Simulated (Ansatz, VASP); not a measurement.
One calculation of La, two programs

```
CELL_PARAMETERS angstrom
0.00000 2.75685 2.75685
2.75685 0.00000 2.75685
2.75685 2.75685 0.00000
ATOMIC_POSITIONS crystal
La 0.00000 0.00000 0.00000
```

Alike in both runs: task single point; functional r2SCAN; k mesh 12 × 12 × 12; occupations fermi-dirac, width 0.1 eV; no spin polarisation.

```csv
,VASP,Ansatz
version,VASP 6.6.1,Ansatz 0.2.0
potentials or method,"VASP PAW PBE potentials, release 64 (La), cutoff 520 eV","plane waves (500 eV) with PAW, scalar-relativistic"
valence electrons in the cell,11,11
```

|  | VASP | Ansatz | Ansatz less VASP |
| --- | --- | --- | --- |
| pressure (GPa) | -2.4 | -2.4 | -0.04 |

VASP's potentials were made for PBE, not for r2SCAN. With one functional, cell and mesh, what is left measures potentials, basis and numerics.

Neither program's run includes spin-orbit coupling.
